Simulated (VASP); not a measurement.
Runs of VASP 6.6.1 on SiO2 (Cristobalite). The structure is that of space group P4_12_12 (No. 92), or close to it. The cells are those of the table. 

```csv
task,level,potentials or basis,cell,k mesh,cutoff (eV),smearing,gap on the mesh (eV),pressure (GPa),relaxed volume (Å³/atom),largest force (eV/Å)
single point,PBE,"VASP PAW PBE potentials, release 64 (Si, O)","a = 4.979, b = 4.979, c = 6.915 Å, 12 atoms",6 × 6 × 4,520,fermi-dirac 0.02 eV,(b),4.8,-,0.27
single point,PBEsol,"VASP PAW PBE potentials, release 64 (Si, O)","a = 5.034, b = 5.034, c = 7.022 Å, 12 atoms",4 × 4 × 4,520,fermi-dirac 0.02 eV,5.57,(a),-,0.02
single point,LDA,"VASP PAW LDA potentials, release 64 (Si, O)","a = 4.949, b = 4.949, c = 6.880 Å, 12 atoms",4 × 4 × 4,520,fermi-dirac 0.02 eV,5.55,0.6,-,0.03
single point,r2SCAN,"VASP PAW PBE potentials, release 64 (Si, O)","a = 4.979, b = 4.979, c = 6.915 Å, 12 atoms",4 × 4 × 4,520,fermi-dirac 0.02 eV,6.35,0.2,-,0.03
relaxation of cell and atoms,LDA,"VASP PAW LDA potentials, release 64 (Si, O)","relaxed from a = 5.084, b = 5.084, c = 7.101 Å, 12 atoms",4 × 4 × 4,600,fermi-dirac 0.02 eV,5.57,0.0,13.85,-
single point,LDA,"VASP PAW LDA potentials, release 64 (Si, O)","a = 4.979, b = 4.979, c = 6.915 Å, 12 atoms",6 × 6 × 4,520,gaussian 0.01 eV,5.49,-1.1,-,0.07
single point,PBE,"VASP PAW PBE potentials, release 64 (Si, O)","a = 5.084, b = 5.084, c = 7.101 Å, 12 atoms",6 × 6 × 4,520,fermi-dirac 0.02 eV,5.51,0.1,-,0.02
single point,r2SCAN,"VASP PAW PBE potentials, release 64 (Si, O)","a = 4.979, b = 4.979, c = 6.915 Å, 12 atoms",6 × 6 × 4,520,gaussian 0.01 eV,6.35,0.2,-,0.03
relaxation of cell and atoms,PBEsol,"VASP PAW PBE potentials, release 64 (Si, O)","relaxed from a = 5.084, b = 5.084, c = 7.101 Å, 12 atoms",4 × 4 × 4,600,fermi-dirac 0.02 eV,5.57,0.0,14.64,-
```

Alike in all rows: no spin polarisation.

**Question.** Fill in the values left out.

**Answer.** (a) 0.5; (b) 5.73.

Caveats: the PAW data sets were made with another functional, which shifts forces and pressure a little (some runs).

A k mesh can miss the band edges.
